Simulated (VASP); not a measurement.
Runs of VASP 6.6.1 on RbBr. The structure is that of space group Fm-3m (No. 225), or close to it. The cells are those of the table. 

| task | level | potentials or basis | cell | cutoff (eV) | smearing | gap on the mesh (eV) | pressure (GPa) |
| --- | --- | --- | --- | --- | --- | --- | --- |
| single point | PBEsol | VASP PAW PBE potentials, release 64 (Rb_sv, Br) | a = 4.844 Å, angles 60.0°, 2 atoms | 520 | fermi-dirac 0.05 eV | 4.22 | 0.0 |
| relaxation of cell and atoms | PBEsol | VASP PAW PBE potentials, release 64 (Rb_sv, Br) | relaxed to 20 GPa from a = 4.847 Å, angles 60.0°, 2 atoms | 600 | fermi-dirac 0.05 eV | 4.43 | 20.0 |
| single point | PBEsol | VASP PAW PBE potentials, release 64 (Rb_sv, Br) | a = 4.164 Å, angles 60.0°, 2 atoms | 520 | fermi-dirac 0.05 eV | 4.41 | 20.3 |
| relaxation of cell and atoms | PBEsol | VASP PAW PBE potentials, release 64 (Rb_sv, Br) | relaxed from a = 4.847 Å, angles 60.0°, 2 atoms | 600 | fermi-dirac 0.05 eV | 4.21 | 0.0 |
| single point | LDA | VASP PAW LDA potentials, release 64 (Rb_sv, Br) | a = 4.847 Å, angles 60.0°, 2 atoms | 500 | gaussian 0.02 eV | (a) | (b) |

Alike in all rows: no spin polarisation; k mesh 7 × 7 × 7.

Question: Estimate the missing entries.

Answer: (a) 3.96; (b) -1.2.

Caveats: the PAW data sets were made with another functional, which shifts forces and pressure a little (at least some runs); an odd mesh through Γ misses points on the zone boundary, where band edges can lie (at least some runs); the cell is relaxed towards a set pressure, so the run minimises the enthalpy, not the energy (at least some runs); the cell stands under pressure (at least some runs); the relaxation stopped at its first step, so nothing moved (at least some runs).

A k mesh can miss the band edges, and the runs leave out spin-orbit coupling on Br, Rb.
